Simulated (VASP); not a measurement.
# PbS: single point with r2SCAN

Crystal: PbS.

```xyz
4
Lattice="2.9547 -2.9689 0.2885 2.9547 2.9689 0.2885 -0.5836 0.0000 5.9262" Properties=species:S:1:pos:R:3 pbc="T T T"
Pb    3.9943    0.0000    4.8774
Pb    1.3315    0.0000    1.6258
S     1.0401    0.0000    4.5891
S     4.2857    0.0000    1.9141
```

```yaml
Program: VASP 6.6.1
Task: single point
Functional: r2SCAN
Potentials_or_basis: VASP PAW PBE potentials, release 64 (Pb_d, S)
Cutoff: 520 eV
k_mesh: 4 × 4 × 2
Occupations: gaussian, width 0.01 eV
Spin: no spin polarisation
Dipole_correction: no
Further_INCAR_settings: ALGO = Normal; EDIFF = 1e-07; NBANDS = 28
```

| Quantity | Value |
| --- | --- |
| Pressure | 2.0 GPa |
| Band gap on the k mesh | 0.63 eV |

Stress tensor (GPa, compression positive):
```
 0.43  0.00 -0.46
 0.00  0.38  0.00
-0.46  0.00  5.27
```

Levels at points of the mesh, in eV from the valence-band top:
```
           k point  band 18  band 19  band 20  band 21  band 22  band 23
(0.00, 0.00, 0.00)    -2.29    -2.29    -2.26     4.16     5.48     5.54
(0.50, 0.00, 0.00)    -1.99    -0.79    -0.79     1.69     1.69     2.65
(0.50, 0.50, 0.00)    -3.58    -3.54    -3.54     4.14     4.14     6.01
(0.00, 0.00, 0.50)    -2.95    -1.81    -1.80     2.70     2.71     5.07
(0.50, 0.00, 0.50)    -1.88     0.00     0.00     0.63     0.63     2.18
(0.50, 0.50, 0.50)    -4.56    -1.11    -1.11     2.46     2.46     5.02
```

Run time: 3.6 min on 1 thread of Intel Xeon 8259CL, with other jobs on the host, peak memory 0.24 GiB.

Caveat: the k points lie up to 0.53 Å⁻¹ apart; the PAW data sets were made with another functional, which shifts forces and pressure a little; spin-orbit coupling is left out, which moves the levels of the heavy elements. A k mesh can miss the band edges.
